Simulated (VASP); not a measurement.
A run of VASP 6.6.1 is set up as follows.

File INCAR:

```
SYSTEM = Zn2CdTe3
PREC = Accurate ; ENCUT = 520
EDIFF = 1E-6 ; ISMEAR = 0
SIGMA = 0.1 ; LREAL = .FALSE.
LASPH = .TRUE. ; NELM = 100
ALGO = Normal ; ISIF = 2
LWAVE = .FALSE. ; LCHARG = .FALSE.
GGA = PE ; NBANDS = 36
```

The input KPOINTS:

```
regular mesh
0
G
  4 4 2
  0 0 0
```

POSCAR

```
Zn2CdTe3
1.0
    4.6161258000      0.0000000000      0.0000000000
    0.0000000000      4.6161258000      0.0000000000
    0.0000000000      0.0000000000      7.7440602300
Zn Cd Te
2 1 3
Direct
    0.5000000000      0.0000000000      0.1480994800
    0.0000000000      0.5000000000      0.1480994800
    0.0000000000      0.0000000000      0.6683535700
    0.0000000000      0.0000000000      0.2119528400
    0.5000000000      0.0000000000      0.8257702600
    0.0000000000      0.5000000000      0.8257702600
```

Potentials or basis: VASP PAW PBE potentials, release 64 (Zn, Cd, Te).

Run with:

```console
$ cat potpaw_PBE.64/Zn/POTCAR potpaw_PBE.64/Cd/POTCAR potpaw_PBE.64/Te/POTCAR > POTCAR
$ mpirun -np 1 vasp_std > vasp.out
```

(1) What does it give for the band gap on the k mesh?

(2) Estimate the largest force.

(3) Predict the pressure.

Results:

(1) zero (bands 27 and 28 overlap by 2.02 eV).

(2) 4.003 eV/Å.

(3) 20.7 GPa.

Caveat: the k points lie up to 0.41 Å⁻¹ apart, too coarse for converged energies and pressures of a metal; spin-orbit coupling is left out, which moves the levels of the heavy elements; forces of over 1 eV/Å act on the atoms, so gaps and moduli don't describe the material at rest.
